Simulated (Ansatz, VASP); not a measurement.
# SrTe: VASP beside Ansatz

File INCAR:

```
PREC = Accurate
ENCUT = 500
EDIFF = 1E-6
ISMEAR = 0
SIGMA = 0.05
LREAL = False
LASPH = True
NELM = 120
ALGO = Normal
ISIF = 2
LWAVE = False
LCHARG = True
GGA = PE
IVDW = 12
LELF = True
LVHAR = True
NBANDS = 15
GGA_COMPAT = False
```

File KPOINTS:

```
Automatic mesh
0
Gamma
  6 6 6
```

The input POSCAR:

```
SrTe
1.0
    0.0000000000      3.2349999084      3.2349999084
    3.2349999084      0.0000000000      3.2349999084
    3.2349999084      3.2349999084      0.0000000000
Sr Te
1 1
Direct
    0.5000000000      0.5000000000      0.5000000000
    0.0000000000      0.0000000000      0.0000000000
```

Input for Ansatz:

```yaml
crystal:
  lattice:
    - [0.0, 3.2349999084, 3.2349999084]
    - [3.2349999084, 0.0, 3.2349999084]
    - [3.2349999084, 3.2349999084, 0.0]
  atoms:
    - { symbol: Sr, position: [0.5, 0.5, 0.5] }
    - { symbol: Te, position: [0.0, 0.0, 0.0] }
basis:
  ecutwfc: 420
  ecutrho_ratio: 4
kpoints:
  mp_grid: { grid: [6, 6, 6] }
hamiltonian:
  xc: pbe
  dispersion: d3bj
scf:
  occupations: { method: gaussian, width: 0.05 }
output:
  forces: true
  stress: true
  eigenvalues: true
```

Alike in both runs: task single point; functional PBE; dispersion D3(BJ); k mesh 6 × 6 × 6; occupations gaussian, width 0.05 eV; no spin polarisation.

|  | VASP | Ansatz |
| --- | --- | --- |
| version | VASP 6.6.1 | Ansatz 0.2.0 |
| potentials or method | VASP PAW PBE potentials, release 64 (Sr_sv, Te), cutoff 500 eV | scalar-relativistic, plane waves, PAW |
| valence electrons in the cell | 16 | 26 |

Ansatz gave:

```
gap on the k mesh at the Fermi level (eV) : 1.47
least direct gap on the mesh (eV)         : 2.27
pressure (GPa)                            : 2.8
```

Which values does VASP return?

gap on the k mesh at the Fermi level (eV): 1.44; least direct gap on the mesh (eV): 2.25; pressure (GPa): 2.9.

VASP's potentials hold 16 valence electrons a cell and Ansatz's 26, so a difference there can come from the potentials and not from the codes.

Neither program's run includes spin-orbit coupling.
